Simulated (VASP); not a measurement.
A run of VASP 6.6.1 is set up as follows.

INCAR

```
  PREC = Accurate
  ENCUT = 720
  EDIFF = 1E-8
  ISMEAR = 0
  SIGMA = 0.01
  LREAL = F
  LASPH = T
  NELM = 120
  ALGO = Normal
  ISIF = 2
  LWAVE = F
  LCHARG = F
  METAGGA = R2SCAN
  LMIXTAU = T
  LCALCEPS = T
  GGA_COMPAT = F
```

Contents of KPOINTS:

```
regular mesh
0
Gamma
  10 10 10
```

File POSCAR:

```
LiF
1.0
    0.0000000000      2.0148204549      2.0148204549
    2.0148204549      0.0000000000      2.0148204549
    2.0148204549      2.0148204549      0.0000000000
Li F
1 1
Direct
    0.0000000000      0.0000000000      0.0000000000
    0.5000000000      0.5000000000      0.5000000000
```

Potentials or basis: VASP PAW PBE potentials, release 64 (Li_sv, F).

Launch:

```bash
$ cat potpaw_PBE.64/Li_sv/POTCAR potpaw_PBE.64/F/POTCAR > POTCAR
$ mpirun -np 1 vasp_std > vasp.out
```

(1) Predict the electronic dielectric tensor (diagonal).

(2) What does it give for the Born charges (mean of the diagonal)?

(3) What does it give for the band gap on the k mesh?

Answers

(1) 1.99.

(2) Li +1.06; F -1.06 e.

(3) 10.25 eV.

Caveat: the cell differs from its parent crystal (strain +1.0%).
